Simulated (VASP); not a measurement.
# Ti (P6_3/mmc) in VASP: further runs

The runs below take Ti through single point, with PBE.

Program: VASP 6.6.1. These are calculated values, not measurements. Logs are shortened: lines on timing, memory, paths and dates and some standing lists are left out, and cuts for length are marked.

## 1. The cell of the first run

The structure is hexagonal, space group P6_3/mmc (No. 194). Conventional cell: a = 2.939 Å, b = 2.939 Å, c = 4.656 Å, α = 90.00°, β = 90.00°, γ = 120.00°. Within 3.8 Å of Ti (site symmetry -6m2) lie 12 Ti at 2.88 to 2.94 Å.

## 2. Single point, PBE

File INCAR:

```
ALGO = Normal
EDIFF = 1E-6
ENCUT = 520
GGA = PE
ISIF = 2
ISMEAR = -1
LASPH = T
LCHARG = F
LREAL = F
LWAVE = F
NBANDS = 19
NELM = 60
PREC = Accurate
SIGMA = 0.1
```

File KPOINTS:

```
k-points
0
Gamma
  3 3 2
```

File POSCAR:

```
Ti
1.0
    2.9390756844      0.0000000000      0.0000000000
   -1.4695378422      2.5453142064      0.0000000000
    0.0000000000      0.0000000000      4.6559893251
Ti
2
Direct
    0.3333333333      0.6666666667      0.2500000000
    0.6666666667      0.3333333333      0.7500000000
```

Potentials or basis: VASP PAW PBE potentials, release 64 (Ti_sv).

Launch:

```
cat potpaw_PBE.64/Ti_sv/POTCAR > POTCAR
mpirun -np 1 vasp_std > vasp.out
```

OUTCAR:

```text
EDIFF = 1E-6
   ENCUT = 520
   GGA = PE
   ISIF = 2
   ISMEAR = -1
   LASPH = T
   LREAL = F
   NELM = 60
   PREC = Accurate

 ion  position               nearest neighbor table
   1  0.333  0.667  0.250-   2 2.88   2 2.88   2 2.88   2 2.88   2 2.88   2 2.88
   2  0.667  0.333  0.750-   1 2.88   1 2.88   1 2.88   1 2.88   1 2.88   1 2.88

  LATTYP: Found a hexagonal cell.
 ALAT       =     2.9390756844
 C/A-ratio  =     1.5841678899

  Lattice vectors:

 A1 = (   2.9390756844,   0.0000000000,   0.0000000000)
 A2 = (  -1.4695378422,   2.5453142064,   0.0000000000)
 A3 = (   0.0000000000,   0.0000000000,   4.6559893251)

Analysis of symmetry for initial positions (statically):
=====================================================================
 Subroutine PRICEL returns:
 Original cell was already a primitive cell.

 Routine SETGRP: Setting up the symmetry group for a
 hexagonal supercell.

 Subroutine GETGRP returns: Found 24 space group operations
 (whereof 12 operations were pure point group operations)
 out of a pool of 24 trial point group operations.

The static configuration has the point symmetry D_3d.
 The point group associated with its full space group is D_6h.

Analysis of symmetry for dynamics (positions and initial velocities):
=====================================================================
 Subroutine PRICEL returns:
 Original cell was already a primitive cell.

 Routine SETGRP: Setting up the symmetry group for a
 hexagonal supercell.

 Subroutine GETGRP returns: Found 24 space group operations
 (whereof 12 operations were pure point group operations)
 out of a pool of 24 trial point group operations.

The dynamic configuration has the point symmetry D_3d.
 The point group associated with its full space group is D_6h.

 Subroutine INISYM returns: Found 24 space group operations
 (whereof 12 operations are pure point group operations),
 and found     1 'primitive' translations

----------------------------------------------------------------------------------------

                                     Primitive cell

  volume of cell :      34.8309

  direct lattice vectors                    reciprocal lattice vectors
     2.939075684  0.000000000  0.000000000     0.340243024  0.196439402  0.000000000
    -1.469537842  2.545314206  0.000000000     0.000000000  0.392878804  0.000000000
     0.000000000  0.000000000  4.655989325     0.000000000  0.000000000  0.214777125

  length of vectors
     2.939075684  2.939075684  4.655989325     0.392878804  0.392878804  0.214777125

  position of ions in fractional coordinates (direct lattice)
     0.333333333  0.666666667  0.250000000
     0.666666667  0.333333333  0.750000000

  ion indices of the primitive-cell ions
   primitive index   ion index
                 1           1
                 2           2

----------------------------------------------------------------------------------------

 KPOINTS: k-points

Automatic generation of k-mesh.
 Grid dimensions read from file:
 generate k-points for:    3    3    2

 Generating k-lattice:

  Cartesian coordinates                     Fractional coordinates (reciprocal lattice)
     0.113414341  0.065479801  0.000000000     0.333333333  0.000000000  0.000000000
     0.000000000  0.130959601  0.000000000     0.000000000  0.333333333  0.000000000
     0.000000000  0.000000000  0.107388562     0.000000000  0.000000000  0.500000000

  Length of vectors
     0.130959601  0.130959601  0.107388562

  Shift w.r.t. Gamma in fractional coordinates (k-lattice)
     0.000000000  0.000000000  0.000000000

 Subroutine IBZKPT returns following result:
 ===========================================

 Found      6 irreducible k-points:

 Following reciprocal coordinates:
            Coordinates               Weight
  0.000000  0.000000  0.000000      1.000000
  0.333333  0.000000  0.000000      6.000000
  0.333333  0.333333  0.000000      2.000000
  0.000000  0.000000  0.500000      1.000000
  0.333333  0.000000  0.500000      6.000000
  0.333333  0.333333  0.500000      2.000000
   k-points           NKPTS =      6   k-points in BZ     NKDIM =      6   number of bands    NBANDS=     19
   number of dos      NEDOS =    301   number of ions     NIONS =      2
   total plane-waves  NPLWV =  20736
   dimension x,y,z NGX =    24 NGY =   24 NGZ =   36
   dimension x,y,z NGXF=    48 NGYF=   48 NGZF=   72
   ions per type =               2
   NGX,Y,Z   is equivalent  to a cutoff of  13.58, 13.58, 12.85 a.u.
   NGXF,Y,Z  is equivalent  to a cutoff of  27.15, 27.15, 25.71 a.u.
 SYSTEM =  unknown system
   PREC   = accura    normal or accurate (medium, high low for compatibility)
   ISTART =      0    job   : 0-new  1-cont  2-samecut
   ICHARG =      2    charge: 1-file 2-atom 10-const
   ISPIN  =      1    spin polarized calculation?
   LNONCOLLINEAR =      F non collinear calculations
   LSORBIT =      F    spin-orbit coupling
   LASPH  =      T    aspherical Exc in radial PAW
   ENCUT  =  520.0 eV  38.22 Ry    6.18 a.u.   5.46  5.46  8.66*2*pi/ulx,y,z
   NELM   =     60;   NELMIN=  2; NELMDL= -5     # of ELM steps
   EDIFF  = 0.1E-05   stopping-criterion for ELM
   LREAL  =      F    real-space projection
   EDIFFG = 0.1E-04   stopping-criterion for IOM
   NSW    =      0    number of steps for IOM
   IBRION =     -1    ionic relax: 0-MD 1-quasi-New 2-CG
   NFREE  =      0    steps in history (QN), initial steepest desc. (CG)
   ISIF   =      2    stress and relaxation
   ISYM   =      2    0-nonsym 1-usesym 2-fastsym
   POTIM  = 0.5000    time-step for ionic-motion
   TEBEG  =    0.0;   TEEND  =   0.0 temperature during run
   PSTRESS=    0.0 pullay stress
   NELECT =      24.0000    total number of electrons
   NUPDOWN=      -1.0000    fix difference up-down
   EMIN   =  10.00;   EMAX   =-10.00  energy-range for DOS
   EFERMI =   0.00;   METHOD = LEGACY
   ISMEAR =    -1;   SIGMA  =   0.10  broadening in eV -4-tet -1-fermi 0-gaus
   EFERMI_NEDOS =   21; number of points for ismear=-14 and -15
   IALGO  =     38    algorithm
   IMIX   =      4    mixing-type and parameters
     AMIX     =   0.40;   BMIX     =  1.00
     AMIX_MAG =   1.60;   BMIX_MAG =  1.00
  volume/ion in A,a.u.               =      17.42       117.53
  Fermi-wavevector in a.u.,A,eV,Ry     =   1.445963  2.732474 28.447185  2.090809
  Thomas-Fermi vector in A             =   2.564085
   LORBIT       =      0    0 simple, 1 ext, 2 COOP (PROOUT), +10 PAW based schemes
   GGA     = PE    functional components
   LHFCALC =     F    Hartree Fock is set to
   AEXX    =    0.0000 exact exchange contribution
   IVDW    =     0    specifies the selected vdW correction
   LEPSILON=     F    determine dielectric tensor
   LRPA    =     F    only Hartree local field effects (RPA)
 non-spin polarized calculation
  energy-cutoff  :      520.00
  volume of cell :       34.83
 maximum number of plane-waves:       965
 NGX is ok and might be reduce to    24
   NGX = 11   NGY = 11   NGZ = 17

 number of electron      24.0000001 magnetization

 Free energy of the ion-electron system (eV)
  ---------------------------------------------------
  ext. energy  EPLUGINS =         0.00000000
  ---------------------------------------------------
  free energy    TOTEN  =       -15.76723606 eV

  energy without entropy =      -15.72033863  energy(sigma->0) =      -15.74378734

 E-fermi :   8.2736     XC(G=0): -11.4817

 val. band max:        8.1064139779   @ k =   0.3333   0.3333   0.5000
 cond. band min:       8.4075291474   @ k =   0.0000   0.0000   0.5000
 fundamental gap:      0.3011151696
 Fermi energy:         8.2736314920

 k-point     1 :       0.0000    0.0000    0.0000
  band No.  band energies     occupation
      1     -48.5325      2.00000
      2     -48.3972      2.00000
      3     -25.1219      2.00000
      4     -24.4803      2.00000
      5     -24.4803      2.00000
      6     -24.4198      2.00000
[... 11 lines left out ...]
     18       9.9436      0.00000
     19      11.4655      0.00000

 k-point     2 :       0.3333    0.0000    0.0000
  band No.  band energies     occupation
      1     -48.4509      2.00000
      2     -48.3732      2.00000
      3     -24.9227      2.00000
      4     -24.8309      2.00000
      5     -24.7211      2.00000
      6     -24.5880      2.00000
[... 11 lines left out ...]
     18      11.1490      0.00000
     19      11.8290      0.00000

 k-point     3 :       0.3333    0.3333    0.0000
  band No.  band energies     occupation
      1     -48.3855      2.00000
      2     -48.3855      2.00000
      3     -24.8607      2.00000
      4     -24.7513      2.00000
      5     -24.7513      2.00000
      6     -24.6974      2.00000
[... 11 lines left out ...]
     18      11.6068      0.00000
     19      14.2708      0.00000

 k-point     4 :       0.0000    0.0000    0.5000
  band No.  band energies     occupation
      1     -48.4653      2.00000
      2     -48.4653      2.00000
      3     -24.7779      2.00000
      4     -24.7779      2.00000
      5     -24.4305      2.00000
      6     -24.4305      2.00000
[... 11 lines left out ...]
     18      11.1158      0.00000
     19      11.1158      0.00000

 k-point     5 :       0.3333    0.0000    0.5000
  band No.  band energies     occupation
      1     -48.4121      2.00000
      2     -48.4121      2.00000
      3     -24.9262      2.00000
      4     -24.9262      2.00000
      5     -24.5711      2.00000
      6     -24.5711      2.00000
[... 11 lines left out ...]
     18      11.3410      0.00000
     19      11.7477      0.00000

 k-point     6 :       0.3333    0.3333    0.5000
  band No.  band energies     occupation
      1     -48.3853      2.00000
      2     -48.3853      2.00000
      3     -24.9333      2.00000
      4     -24.9333      2.00000
      5     -24.7483      2.00000
      6     -24.7483      2.00000
[... 11 lines left out ...]
     18      11.4672      0.00000
     19      15.0526      0.00000

------------------------ aborting loop because EDIFF is reached ----------------------------------------

  FORCE on cell =-STRESS in cart. coord.  units (eV):
  Direction    XX          YY          ZZ          XY          YZ          ZX
  --------------------------------------------------------------------------------------
  -------------------------------------------------------------------------------------
  Total       -0.2048024     -0.2048024     -0.5758729      0.0000000      0.0000000      0.0000000
  in kB       -9.4206651     -9.4206651    -26.4894582      0.0000000      0.0000000      0.0000000
  external PRESSURE =     -15.1102628 kB  Pullay stress =       0.0000000 kB

 VOLUME and BASIS-vectors are now :
 -----------------------------------------------------------------------------
  energy-cutoff  :      520.00
  volume of cell :       34.83
      direct lattice vectors                 reciprocal lattice vectors
     2.939075684  0.000000000  0.000000000     0.340243024  0.196439402  0.000000000
    -1.469537842  2.545314206  0.000000000     0.000000000  0.392878804  0.000000000
     0.000000000  0.000000000  4.655989325     0.000000000  0.000000000  0.214777125

 POSITION                                       TOTAL-FORCE (eV/Angst)
 -----------------------------------------------------------------------------------
     -0.00000      1.69688      1.16400        -0.000000      0.000000      0.000000
      1.46954      0.84844      3.49199         0.000000     -0.000000      0.000000
 -----------------------------------------------------------------------------------
    total drift:                               -0.000000      0.000000     -0.000000

  FREE ENERGIE OF THE ION-ELECTRON SYSTEM (eV)
  ---------------------------------------------------
  free  energy   TOTEN  =       -15.7672360601 eV

  energy  without entropy=      -15.7203386287  energy(sigma->0) =      -15.74378734
```

It took 7.9 s on 1 thread of Intel Xeon 6975P-C, shared host; peak memory 0.15 GiB.

Results:

```
Free energy            : -15.7672 eV
Pressure               : -1.5 GPa
Band gap on the k mesh : zero (band 12 reaches 9.10 eV, above the bottom of band 13 at 8.11 eV)
```

Levels at points of the mesh, in eV from the Fermi level:
| k point | band 8 | band 9 | band 10 | band 11 | band 12 | band 13 | band 14 | band 15 | band 16 | band 17 |
| --- | --- | --- | --- | --- | --- | --- | --- | --- | --- | --- |
| (0.00, 0.00, 0.00) | -32.65 | -6.16 | -2.63 | 0.80 | 0.83 | 0.83 | 0.93 | 1.32 | 1.32 | 1.67 |
| (0.00, 0.00, 0.50) | -32.70 | -4.31 | -4.31 | 0.13 | 0.13 | 0.73 | 0.73 | 0.73 | 0.73 | 2.84 |

Caveat: the k points lie up to 0.82 Å⁻¹ apart.

## 3. Single point, PBE

File INCAR:

```
PREC = Accurate
ENCUT = 520
EDIFF = 1E-7
ISMEAR = -1
SIGMA = 0.1
LREAL = F
LASPH = T
NELM = 60
ALGO = Normal
ISIF = 2
LWAVE = F
LCHARG = F
GGA = PE
NBANDS = 19
```

File KPOINTS:

```
regular mesh
0
Gamma
  4 4 3
```

POSCAR is that of step 2.

Potentials or basis: VASP PAW PBE potentials, release 64 (Ti_sv).

Launch:

```
cat potpaw_PBE.64/Ti_sv/POTCAR > POTCAR
mpirun -np 1 vasp_std > vasp.out
```

It took 11 s on 1 thread of Intel Xeon 6975P-C, shared host; peak memory 0.15 GiB.

The run converged. Its results:

| Quantity | Value |
| --- | --- |
| Free energy | -15.6933 eV |
| Pressure | 0.2 GPa |
| Band gap on the k mesh | zero (band 12 reaches 9.09 eV, above the bottom of band 13 at 8.33 eV) |

Stress tensor (GPa, compression positive):
```
 1.93  0.00  0.00
 0.00  1.93  0.00
 0.00  0.00 -3.36
```

Levels at points of the mesh, in eV from the Fermi level:
| k point | band 10 | band 11 | band 12 | band 13 | band 14 | band 15 |
| --- | --- | --- | --- | --- | --- | --- |
| (0.00, 0.00, 0.00) | -2.64 | 0.80 | 0.83 | 0.83 | 0.92 | 1.32 |
| (0.50, 0.00, 0.00) | -2.10 | -1.79 | -0.59 | 0.52 | 0.66 | 1.22 |

Caveat: the k points lie up to 0.62 Å⁻¹ apart.
